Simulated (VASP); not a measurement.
Input of a VASP 6.6.1 run:

File POSCAR:

```
SiC
1.0
    3.0752975751      0.0000000000      0.0000000000
   -1.5376487876      2.6632858243      0.0000000000
    0.0000000000      0.0000000000      5.2502746406
Si C
2 2
Direct
    0.3333333333      0.6666666667      0.5007452066
    0.6666666667      0.3333333333      1.0007452066
    0.3333333333      0.6666666667      0.8742547934
    0.6666666667      0.3333333333      0.3742547934
```

File INCAR.step1:

```
ALGO = Normal
EDIFF = 1E-4
ENCUT = 520
GGA = PE
ISMEAR = 0
LASPH = True
LCHARG = False
LREAL = False
LWAVE = True
NBANDS = 16
NELM = 60
PREC = Accurate
SIGMA = 0.02
```

File INCAR.step2:

```
ALGO = Normal
EDIFF = 1E-6
ENCUT = 520
ISIF = 2
ISMEAR = 0
ISTART = 1
LASPH = True
LCHARG = False
LMIXTAU = True
LREAL = False
LWAVE = False
METAGGA = R2SCAN
NBANDS = 16
NELM = 60
PREC = Accurate
SIGMA = 0.02
```

The input KPOINTS:

```
k-points
0
Gamma
  12 12 6
```

Potentials or basis: VASP PAW PBE potentials, release 64 (Si, C).

Launch:

```sh
$ cat potpaw_PBE.64/Si/POTCAR potpaw_PBE.64/C/POTCAR > POTCAR
$ cp INCAR.step1 INCAR
$ mpirun -np 1 vasp_std > vasp.out
$ cp INCAR.step2 INCAR
$ mpirun -np 1 vasp_std > vasp.out
```

(1) What does it give for the band gap on the k mesh?

(2) Predict the pressure.

## Answers

(1) 2.47 eV (least direct gap 4.72 eV).

(2) -8.1 GPa.

Caveat: the stress differs along the axes, from -21 to -2 GPa; the PAW data sets were made with another functional, which shifts forces and pressure a little.
